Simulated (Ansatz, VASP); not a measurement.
## One calculation of FeO, two programs

Contents of INCAR:

```
SYSTEM = FeO
ALGO = Normal
EDIFF = 1E-6
ENCUT = 600
GGA = CA
GGA_COMPAT = .FALSE.
ISIF = 2
ISMEAR = -1
ISPIN = 2
LASPH = .TRUE.
LCHARG = .FALSE.
LMAXMIX = 4
LORBIT = 11
LREAL = .FALSE.
LWAVE = .FALSE.
MAGMOM = 3 0
NBANDS = 22
NELM = 200
PREC = Accurate
SIGMA = 0.05
```

Contents of KPOINTS:

```
k-points
0
G
  9 9 9
  0 0 0
```

File POSCAR:

```
FeO
1.0
    1.5188209023      0.8768916568      2.5195772846
   -1.5188209023      0.8768916568      2.5195772846
    0.0000000000     -1.7537833136      2.5195772846
Fe O
1 1
Direct
    0.0000000000      0.0000000000      0.0000000000
    0.5000000000      0.5000000000      0.5000000000
```

Contents of input.yaml:

```yaml
crystal:
  lattice:
    - [1.5188209023, 0.8768916568, 2.5195772846]
    - [-1.5188209023, 0.8768916568, 2.5195772846]
    - [0.0, -1.7537833136, 2.5195772846]
  atoms:
    - { symbol: Fe, position: [0.0, 0.0, 0.0], spin: 3.0 }
    - { symbol: O, position: [0.5, 0.5, 0.5] }
hamiltonian:
  xc: lda
  pseudopotentials: { kind: paw }
magnetization:
  spin_polarized: true
kpoints:
  mp_grid: { grid: [9, 9, 9] }
scf:
  occupations: { method: fermi_dirac, width: 0.05 }
output:
  forces: true
  stress: true
  eigenvalues: true
```

Alike in both runs: task single point; functional LDA; k mesh 9 × 9 × 9; occupations fermi-dirac, width 0.05 eV; collinear spin.

```csv
,VASP,Ansatz
version,VASP 6.6.1,Ansatz 0.2.0
potentials or method,"VASP PAW LDA potentials, release 64 (Fe_sv, O)",Ansatz PAW
plane-wave cutoff (eV),600,420
valence electrons in the cell,22,22
```

|  | VASP | Ansatz | Ansatz less VASP |
| --- | --- | --- | --- |
| gap on the k mesh at the Fermi level (eV) | none | none | - |
| pressure (GPa) | -18.6 | -16.5 | +2.10 |
| traceless stress, the component that is largest in VASP (GPa) | -0.82 | -0.82 | +0.007 |
| net moment per atom (μB) | 2.00 | 2.00 | +0.003 |
| size of the moment on the site where the two differ most (μB) | 0.31 | 0.34 | +0.027 |

LDA's correlation is that of Perdew and Zunger in VASP and of Perdew and Wang (1992) in Ansatz. Site moments also hang on the region over which each program counts them. A gap of «none» marks a metal or a gap that the smearing closes.
